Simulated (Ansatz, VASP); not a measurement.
**One calculation of C, two programs**

```
C
1.0
     0.00000    1.78037    1.78037
     1.78037    0.00000    1.78037
     1.78037    1.78037    0.00000
C
2
Direct
  0.00000 0.00000 0.00000
  0.25000 0.25000 0.25000
```

Alike in both runs: task electric field gradients; functional r2SCAN; k mesh 14 × 14 × 14; occupations fermi-dirac, width 0.03 eV; no spin polarisation.

|  | VASP | Ansatz |
| --- | --- | --- |
| version | VASP 6.6.1 | Ansatz 0.2.0 |
| potentials or method | VASP PAW PBE potentials, release 64 (C), cutoff 520 eV | all-electron PAW with datasets made for the crystal, scalar-relativistic |

VASP gave:

```
gap on the k mesh at the Fermi level (eV) : 4.33
pressure (GPa)                            : 0.9
```

Estimate Ansatz's values.

gap on the k mesh at the Fermi level (eV): 4.36; pressure (GPa): -0.4.

VASP's potentials were made for PBE, not for r2SCAN. Ansatz ran all-electron here, and VASP with PAW potentials.
